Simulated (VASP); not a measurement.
Runs of VASP 6.6.1 on TaC2. The structure is that of space group P6/mmm (No. 191), or close to it. The cells are those of the table. 

```tsv
task	potentials or basis	cell	k mesh	cutoff (eV)	second run	gap on the mesh (eV)	pressure (GPa)
single point	VASP PAW PBE potentials, release 64 (Ta_sv_GW, C)	a = 3.782, b = 3.782, c = 3.189 Å, angles 90.0, 90.0, 120.0°, 3 atoms	12 × 12 × 14	600	valence_matched	none	0.0
single point	VASP PAW PBE potentials, release 64 (Ta_pv, C)	a = 4.164, b = 4.164, c = 3.311 Å, angles 90.0, 90.0, 120.0°, 3 atoms	6 × 6 × 6	520	-	none	-28.0
relaxation of cell and atoms	VASP PAW PBE potentials, release 64 (Ta_pv, C)	relaxed from a = 4.164, b = 4.164, c = 3.311 Å, angles 90.0, 90.0, 120.0°, 3 atoms	6 × 6 × 6	600	-	none	-0.3
single point	VASP PAW PBE potentials, release 64 (Ta_sv_GW, C)	a = 3.793, b = 3.793, c = 3.168 Å, angles 90.0, 90.0, 120.0°, 3 atoms	6 × 6 × 6	600	valence_matched	none	-0.2
single point	VASP PAW PBE potentials, release 64 (Ta_pv, C)	a = 3.793, b = 3.793, c = 3.168 Å, angles 90.0, 90.0, 120.0°, 3 atoms	6 × 6 × 6	520	-	none	(a)
```

Alike in all rows: level PBE; no spin polarisation; smearing gaussian 0.1 eV.

Question: Fill in the values left out.

Answer: (a) 0.3.

Caveats: spin-orbit coupling is left out, which moves the levels of the heavy elements.

A k mesh can miss the band edges, and the runs leave out spin-orbit coupling on Ta.

A gap of «none» marks levels without a gap at the run's occupations.

The runs don't all hold the same shells in valence.
